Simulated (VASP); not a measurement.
Wanted: the native input for a VASP 6.6.1 run.

```
Task                   : relaxation of cell and atoms
Functional             : PBE
Potentials or basis    : VASP PAW PBE potentials, release 64 (Hg_sv_GW, S)
Cutoff                 : 550 eV
k mesh                 : 12 × 12 × 12
Occupations            : gaussian, width 0.1 eV
Spin                   : no spin polarisation
Dipole correction      : no
Further INCAR settings : ALGO = Normal; EDIFF = 1e-07; IBRION = 2; EDIFFG = -0.005; NSW = 100; ISIF = 3
```

The structure of HgS lies in POSCAR:

```
HgS
1.0
    0.0000000000      2.9289995691      2.9289995691
    2.9289995691      0.0000000000      2.9289995691
    2.9289995691      2.9289995691      0.0000000000
Hg S
1 1
Direct
    0.0000000000      0.0000000000      0.0000000000
    0.7500000000      0.7500000000      0.7500000000
```

One way to write it, as run:

INCAR

```
SYSTEM = HgS
  PREC = Accurate
  ENCUT = 550
  EDIFF = 1E-7
  ISMEAR = 0
  SIGMA = 0.1
  LREAL = .FALSE.
  LASPH = .TRUE.
  NELM = 120
  ALGO = Normal
  ISIF = 3
  LWAVE = .FALSE.
  LCHARG = .FALSE.
  GGA = PE
  IBRION = 2
  NSW = 100
  EDIFFG = -0.005
  GGA_COMPAT = .FALSE.
  NELMIN = 4
```

KPOINTS

```
regular mesh
0
G
  12 12 12
  0 0 0
```

Potentials or basis: VASP PAW PBE potentials, release 64 (Hg_sv_GW, S).

Command:

```console
$ cat potpaw_PBE.64/Hg_sv_GW/POTCAR potpaw_PBE.64/S/POTCAR > POTCAR
$ mpirun -np 1 vasp_std > vasp.out
```

Results of the run:

The relaxed volume is 26.70 Å³/atom, the relaxed cell is a = 4.227 Å, b = 4.227 Å, c = 4.227 Å, α = 60.00°, β = 60.00°, γ = 60.00° and the space group after relaxing (to 0.1 Å) is F-43m (No. 216). The energy gained by relaxing is 17.8 meV/atom. The ionic steps are 3. The pressure after relaxing is 0.0 GPa and the band gap on the k mesh is zero (filled and empty bands touch).

Caveat: semilocal functionals underestimate gaps, and a narrow one can read as zero; spin-orbit coupling is left out, which moves the levels of the heavy elements.

Wall time 2.2 min on 1 thread of Intel(R) Xeon(R) Platinum 8259CL CPU @ 2.50GHz (Skylake/Cascade Lake), with other jobs on the host, peak memory 0.25 GiB.
